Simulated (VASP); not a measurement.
Here is a VASP 6.6.1 calculation.

The input INCAR:

```
SYSTEM = B
  PREC = Accurate
  ENCUT = 520
  EDIFF = 1E-6
  ISMEAR = -1
  SIGMA = 0.08
  LREAL = .FALSE.
  LASPH = .TRUE.
  NELM = 100
  ALGO = Normal
  ISIF = 2
  LWAVE = .FALSE.
  LCHARG = .FALSE.
  GGA = PE
  NBANDS = 8
```

Contents of KPOINTS:

```
regular mesh
0
G
  18 18 18
  0 0 0
```

Contents of POSCAR:

```
B
1.0
   -1.1538004910      1.1538004910      1.1538004910
    1.1538004910     -1.1538004910      1.1538004910
    1.1538004910      1.1538004910     -1.1538004910
B
1
Direct
    0.0000000000      0.0000000000      0.0000000000
```

Potentials or basis: VASP PAW PBE potentials, release 64 (B).

Launch:

```console
$ cat potpaw_PBE.64/B/POTCAR > POTCAR
$ mpirun -np 1 vasp_std > vasp.out
```

Predict the pressure.

-0.1 GPa.
